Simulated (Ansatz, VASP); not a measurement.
**CdI2: VASP beside Ansatz**

INCAR

```
SYSTEM = CdI2
  PREC = Accurate
  ENCUT = 500
  EDIFF = 1E-6
  ISMEAR = -1
  SIGMA = 0.02
  LREAL = .False.
  LASPH = .True.
  NELM = 120
  ALGO = Normal
  ISIF = 2
  LWAVE = .False.
  LCHARG = .False.
  GGA = PE
  NBANDS = 20
  GGA_COMPAT = .False.
```

The input KPOINTS:

```
regular mesh
0
Gamma
  12 12 4
  0 0 0
```

File POSCAR:

```
CdI2
1.0
    4.2045386663      0.0000000000      0.0000000000
   -2.1022693332      3.6412372962      0.0000000000
    0.0000000000      0.0000000000      6.8260748372
Cd I
1 2
Direct
    0.0000000000      0.0000000000      0.0000000000
    0.3333333333      0.6666666667      0.2535331207
    0.6666666667      0.3333333333      0.7464668793
```

Input for Ansatz:

```yaml
crystal:
  lattice:
    - [4.2045386663, 0.0, 0.0]
    - [-2.1022693332, 3.6412372962, 0.0]
    - [0.0, 0.0, 6.8260748372]
  atoms:
    - { symbol: Cd, position: [0.0, 0.0, 0.0] }
    - { symbol: I, position: [0.3333333333, 0.6666666667, 0.2535331207] }
    - { symbol: I, position: [0.6666666667, 0.3333333333, 0.7464668793] }
kpoints:
  mp_grid: { grid: [12, 12, 4] }
  band_path:
    path:
      - [0.0, 0.0, 0.0]
      - [0.5, 0.0, 0.0]
      - [0.3333333333, 0.3333333333, 0.0]
      - [0.0, 0.0, 0.5]
      - [0.5, 0.0, 0.5]
      - [0.3333333333, 0.3333333333, 0.5]
      - [-0.109375, 0.109375, 0.231771]
      - [0.0, 0.453125, 0.359375]
    npoints: 1
hamiltonian:
  xc: pbe
scf:
  occupations: { method: fermi_dirac, width: 0.02 }
  n_extra_bands: 4
output:
  forces: true
  stress: true
  eigenvalues: true
```

Change from the starting cell: hydrostatic strain -1.0%.

Alike in both runs: task single point; functional PBE; k mesh 12 × 12 × 4; occupations fermi-dirac, width 0.02 eV; no spin polarisation.

|  | VASP | Ansatz |
| --- | --- | --- |
| version | VASP 6.6.1 | Ansatz 0.2.0 |
| potentials or method | VASP PAW PBE potentials, release 64 (Cd, I) | plane waves, PAW |
| plane-wave cutoff (eV) | 500 | 420 |
| valence electrons in the cell | 26 | 54 |

|  | VASP | Ansatz | Ansatz less VASP |
| --- | --- | --- | --- |
| gap on the k mesh at the Fermi level (eV) | 2.31 | 2.32 | +0.007 |
| pressure (GPa) | 2.4 | 2.3 | -0.13 |
| traceless stress, the component that is largest in VASP (GPa) | -0.25 | -0.24 | +0.006 |
| rms of the force components (eV/Å) | 0.046 | 0.036 | -0.0105 |

Atom by atom the forces differ by 0.011 eV/Å (rms over components). The functional is the same, so the differences come from potentials, cutoffs and numerics. VASP's potentials hold 26 valence electrons a cell and Ansatz's 54, so a difference there can come from the potentials and not from the codes.

Neither program's run includes spin-orbit coupling.
